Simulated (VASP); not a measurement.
# Se (C2/m) in VASP: single point with PBE

Aim: the single point of Se with PBE.

Program: VASP 6.6.1. These are calculated values, not measurements. Logs are shortened: lines on timing, memory, paths and dates and some standing lists are left out, and cuts for length are marked.

## 1. The cell of the first run

Symmetry: C2/m, No. 12, monoclinic system. Conventional cell: a = 5.378 Å, b = 3.105 Å, c = 5.030 Å, α = 90.00°, β = 90.00°, γ = 90.00°. Within 2.9 Å of Se (site symmetry m) lie 3 Se at 2.16 to 2.75 Å.

## 2. Single point, PBE (shortest bond scaled by 0.7)

INCAR reads:

```
PREC = Accurate ; ENCUT = 520
EDIFF = 1E-7 ; ISMEAR = -1
SIGMA = 0.05 ; LREAL = F
LASPH = T ; NELM = 100
ALGO = Normal ; ISIF = 2
LWAVE = F ; LCHARG = T
GGA = PE ; LELF = T
LVHAR = T ; NBANDS = 13
```

KPOINTS reads:

```
Automatic mesh
0
Gamma
  11 11 6
```

POSCAR reads:

```
Se
1.0
    3.1050448770      0.0000000000      0.0000000000
   -1.5525224385      2.6890477434      0.0000000000
    0.0000000000      0.0000000000      5.0301727007
Se
2
Direct
    0.2333333333      0.6166666667      0.1750000000
    0.7666666667      0.3833333333      0.8250000000
```

Potentials or basis: VASP PAW PBE potentials, release 64 (Se).

The run is started by

```console
cat potpaw_PBE.64/Se/POTCAR > POTCAR
mpirun -np 1 vasp_std > vasp.out
```

OUTCAR:

```text
PREC = Accurate
   ENCUT = 520
   EDIFF = 1E-7
   ISMEAR = -1
   LREAL = F
   LASPH = T
   NELM = 100
   ISIF = 2
   GGA = PE

 ion  position               nearest neighbor table
   1  0.233  0.617  0.175-   2 2.16   2 2.75   2 2.75
   2  0.767  0.383  0.825-   1 2.16   1 2.75   1 2.75

  LATTYP: Found a hexagonal cell.
 ALAT       =     3.1050448770
 C/A-ratio  =     1.6200000000

  Lattice vectors:

 A1 = (   3.1050448770,   0.0000000000,   0.0000000000)
 A2 = (  -1.5525224385,   2.6890477434,   0.0000000000)
 A3 = (   0.0000000000,   0.0000000000,   5.0301727007)

Analysis of symmetry for initial positions (statically):
=====================================================================
 Subroutine PRICEL returns:
 Original cell was already a primitive cell.

 Routine SETGRP: Setting up the symmetry group for a
 hexagonal supercell.

 Subroutine GETGRP returns: Found  4 space group operations
 (whereof  4 operations were pure point group operations)
 out of a pool of 24 trial point group operations.

The static configuration has the point symmetry C_2h.

Analysis of symmetry for dynamics (positions and initial velocities):
=====================================================================
 Subroutine PRICEL returns:
 Original cell was already a primitive cell.

 Routine SETGRP: Setting up the symmetry group for a
 hexagonal supercell.

 Subroutine GETGRP returns: Found  4 space group operations
 (whereof  4 operations were pure point group operations)
 out of a pool of 24 trial point group operations.

The dynamic configuration has the point symmetry C_2h.

 Subroutine INISYM returns: Found  4 space group operations
 (whereof  4 operations are pure point group operations),
 and found     1 'primitive' translations

----------------------------------------------------------------------------------------

                                     Primitive cell

  volume of cell :      42.0000

  direct lattice vectors                    reciprocal lattice vectors
     3.105044877  0.000000000  0.000000000     0.322056537  0.185939428  0.000000000
    -1.552522439  2.689047743  0.000000000     0.000000000  0.371878857  0.000000000
     0.000000000  0.000000000  5.030172701     0.000000000  0.000000000  0.198800331

  length of vectors
     3.105044877  3.105044877  5.030172701     0.371878857  0.371878857  0.198800331

  position of ions in fractional coordinates (direct lattice)
     0.233333333  0.616666667  0.175000000
     0.766666667  0.383333333  0.825000000

  ion indices of the primitive-cell ions
   primitive index   ion index
                 1           1
                 2           2

----------------------------------------------------------------------------------------

 KPOINTS: Automatic mesh

Automatic generation of k-mesh.
 Grid dimensions read from file:
 generate k-points for:   11   11    6

 Generating k-lattice:

  Cartesian coordinates                     Fractional coordinates (reciprocal lattice)
     0.029277867  0.016903584  0.000000000     0.090909091  0.000000000  0.000000000
     0.000000000  0.033807169  0.000000000     0.000000000  0.090909091  0.000000000
     0.000000000  0.000000000  0.033133389     0.000000000  0.000000000  0.166666667

  Length of vectors
     0.033807169  0.033807169  0.033133389

  Shift w.r.t. Gamma in fractional coordinates (k-lattice)
     0.000000000  0.000000000  0.000000000

 Subroutine IBZKPT returns following result:
 ===========================================

 Found    204 irreducible k-points:

 Following reciprocal coordinates:
            Coordinates               Weight
  0.000000  0.000000  0.000000      1.000000
  0.090909  0.000000  0.000000      2.000000
  0.000000  0.090909  0.000000      4.000000
  0.181818  0.000000  0.000000      2.000000
  0.000000  0.181818  0.000000      4.000000
  0.272727 -0.000000  0.000000      2.000000
[... 16 lines left out ...]
  0.454545  0.090909  0.000000      2.000000
 -0.090909 -0.454545  0.000000      4.000000
 [... further k-points ...]
   k-points           NKPTS =    204   k-points in BZ     NKDIM =    204   number of bands    NBANDS=     13
   number of dos      NEDOS =    301   number of ions     NIONS =      2
   total plane-waves  NPLWV =  23040
   dimension x,y,z NGX =    24 NGY =   24 NGZ =   40
   dimension x,y,z NGXF=    48 NGYF=   48 NGZF=   80
   ions per type =               2
   NGX,Y,Z   is equivalent  to a cutoff of  12.85, 12.85, 13.22 a.u.
   NGXF,Y,Z  is equivalent  to a cutoff of  25.70, 25.70, 26.44 a.u.
 SYSTEM =  unknown system
   PREC   = accura    normal or accurate (medium, high low for compatibility)
   ISTART =      0    job   : 0-new  1-cont  2-samecut
   ICHARG =      2    charge: 1-file 2-atom 10-const
   ISPIN  =      1    spin polarized calculation?
   LNONCOLLINEAR =      F non collinear calculations
   LSORBIT =      F    spin-orbit coupling
   LASPH  =      T    aspherical Exc in radial PAW
   ENCUT  =  520.0 eV  38.22 Ry    6.18 a.u.   5.77  5.77  9.35*2*pi/ulx,y,z
   NELM   =    100;   NELMIN=  2; NELMDL= -5     # of ELM steps
   EDIFF  = 0.1E-06   stopping-criterion for ELM
   LREAL  =      F    real-space projection
   EDIFFG = 0.1E-05   stopping-criterion for IOM
   NSW    =      0    number of steps for IOM
   IBRION =     -1    ionic relax: 0-MD 1-quasi-New 2-CG
   NFREE  =      0    steps in history (QN), initial steepest desc. (CG)
   ISIF   =      2    stress and relaxation
   ISYM   =      2    0-nonsym 1-usesym 2-fastsym
   POTIM  = 0.5000    time-step for ionic-motion
   TEBEG  =    0.0;   TEEND  =   0.0 temperature during run
   PSTRESS=    0.0 pullay stress
   NELECT =      12.0000    total number of electrons
   NUPDOWN=      -1.0000    fix difference up-down
   EMIN   =  10.00;   EMAX   =-10.00  energy-range for DOS
   EFERMI =   0.00;   METHOD = LEGACY
   ISMEAR =    -1;   SIGMA  =   0.05  broadening in eV -4-tet -1-fermi 0-gaus
   EFERMI_NEDOS =   21; number of points for ismear=-14 and -15
   IALGO  =     38    algorithm
   IMIX   =      4    mixing-type and parameters
     AMIX     =   0.40;   BMIX     =  1.00
     AMIX_MAG =   1.60;   BMIX_MAG =  1.00
  volume/ion in A,a.u.               =      21.00       141.71
  Fermi-wavevector in a.u.,A,eV,Ry     =   1.078248  2.037594 15.818400  1.162620
  Thomas-Fermi vector in A             =   2.214182
   LORBIT       =      0    0 simple, 1 ext, 2 COOP (PROOUT), +10 PAW based schemes
   GGA     = PE    functional components
   LHFCALC =     F    Hartree Fock is set to
   AEXX    =    0.0000 exact exchange contribution
   IVDW    =     0    specifies the selected vdW correction
   LEPSILON=     F    determine dielectric tensor
   LRPA    =     F    only Hartree local field effects (RPA)
 non-spin polarized calculation
  energy-cutoff  :      520.00
  volume of cell :       42.00
 maximum number of plane-waves:      1139
   NGX = 11   NGY = 11   NGZ = 19

 number of electron      11.9999999 magnetization

 Free energy of the ion-electron system (eV)
  ---------------------------------------------------
  ext. energy  EPLUGINS =         0.00000000
  ---------------------------------------------------
  free energy    TOTEN  =        -5.19245357 eV

  energy without entropy =       -5.17583311  energy(sigma->0) =       -5.18414334

 E-fermi :   5.5414     XC(G=0): -10.1187

 val. band max:        5.5367686540   @ k =   0.4545   0.0909   0.0000
 cond. band min:       5.5426454957   @ k =   0.0909  -0.2727   0.1667
 fundamental gap:      0.0058768417
 Fermi energy:         5.5413670853

 k-point     1 :       0.0000    0.0000    0.0000
  band No.  band energies     occupation
      1     -12.5887      2.00000
      2      -6.7118      2.00000
      3      -0.9307      2.00000
      4       4.8062      2.00000
      5       6.2983      0.00000
      6       6.9067      0.00000
      7       6.9974      0.00000
      8      10.6936      0.00000
      9      13.5631      0.00000
     10      14.4975      0.00000
     11      14.8431      0.00000
     12      16.0838      0.00000
     13      16.8226      0.00000

 k-point     2 :       0.0909    0.0000    0.0000
  band No.  band energies     occupation
      1     -12.4423      2.00000
      2      -6.6239      2.00000
      3      -0.8125      2.00000
      4       3.5595      2.00000
      5       5.5520      0.89455
      6       7.0975      0.00000
      7       7.5438      0.00000
      8      10.4521      0.00000
      9      13.2899      0.00000
     10      14.2559      0.00000
     11      15.0741      0.00000
     12      16.5570      0.00000
     13      16.7065      0.00000

 k-point     3 :       0.0000    0.0909    0.0000
  band No.  band energies     occupation
      1     -12.4547      2.00000
      2      -6.6092      2.00000
      3      -0.8150      2.00000
      4       3.9334      2.00000
      5       5.7062      0.07141
      6       6.1379      0.00001
      7       7.6577      0.00000
      8      10.6116      0.00000
      9      13.6057      0.00000
     10      14.5187      0.00000
     11      15.3591      0.00000
     12      16.2481      0.00000
     13      16.7590      0.00000
[... 305 lines left out ...]
 k-point    23 :       0.4545    0.0909    0.0000
  band No.  band energies     occupation
      1      -9.2865      2.00000
      2      -7.2164      2.00000
      3      -0.4834      2.00000
      4      -0.4036      2.00000
      5       2.0415      2.00000
      6       4.0070      2.00000
      7       5.5368      1.04595
      8       6.9937      0.00000
      9      10.6638      0.00000
     10      14.6099      0.00000
     11      15.7233      0.00000
     12      18.2560      0.00000
     13      19.0373      0.00000

 k-point    24 :      -0.0909   -0.4545    0.0000
  band No.  band energies     occupation
      1      -9.9908      2.00000
      2      -5.8994      2.00000
      3      -1.6947      2.00000
      4       0.5482      2.00000
      5       2.1437      2.00000
      6       3.3274      2.00000
      7       5.4735      1.59057
      8       7.5758      0.00000
      9      11.1409      0.00000
     10      13.2803      0.00000
     11      15.0519      0.00000
     12      17.4397      0.00000
     13      19.7595      0.00000

 [... further k-points ...]

------------------------ aborting loop because EDIFF is reached ----------------------------------------

  FORCE on cell =-STRESS in cart. coord.  units (eV):
  Direction    XX          YY          ZZ          XY          YZ          ZX
  --------------------------------------------------------------------------------------
  -------------------------------------------------------------------------------------
  Total        6.1941673      4.0716480      5.9679307      1.8381556      1.0863480      1.8816093
  in kB      236.2893903    155.3214782    227.6591274     70.1202688     41.4410041     71.7779002
  external PRESSURE =     206.4233320 kB  Pullay stress =       0.0000000 kB

 VOLUME and BASIS-vectors are now :
 -----------------------------------------------------------------------------
  energy-cutoff  :      520.00
  volume of cell :       42.00
      direct lattice vectors                 reciprocal lattice vectors
     3.105044877  0.000000000  0.000000000     0.322056537  0.185939428  0.000000000
    -1.552522439  2.689047743  0.000000000     0.000000000  0.371878857  0.000000000
     0.000000000  0.000000000  5.030172701     0.000000000  0.000000000  0.198800331

 POSITION                                       TOTAL-FORCE (eV/Angst)
 -----------------------------------------------------------------------------------
     -0.23288      1.65825      0.88028         1.101794      0.636121      3.444610
      1.78540      1.03080      4.14989        -1.101794     -0.636121     -3.444610
 -----------------------------------------------------------------------------------
    total drift:                               -0.000000      0.000000     -0.000000

  FREE ENERGIE OF THE ION-ELECTRON SYSTEM (eV)
  ---------------------------------------------------
  free  energy   TOTEN  =        -5.1924535681 eV

  energy  without entropy=       -5.1758331091  energy(sigma->0) =       -5.18414334
```

Wall time 1.7 min (1 thread of Intel Xeon 8259CL, shared host); peak memory 0.23 GiB.

Results:

- Free energy: -5.1925 eV
- Pressure: 20.6 GPa
- Largest force: 3.672 eV/Å
- Band gap on the k mesh: zero (bands 6 and 7 overlap by 2.73 eV)

Forces in eV/Å, atoms in the order of the input:
```
Se   1.102  0.636  3.445
Se  -1.102 -0.636 -3.445
```

Caveat: the cell differs from its parent crystal (shortest bond scaled by 0.7); the stress differs along the axes, from 16 to 24 GPa; this functional lacks dispersion, which binds layers or chains, so the pressure and a relaxed spacing across them are unreliable; forces of over 1 eV/Å act on the atoms, so gaps and moduli don't describe the material at rest.
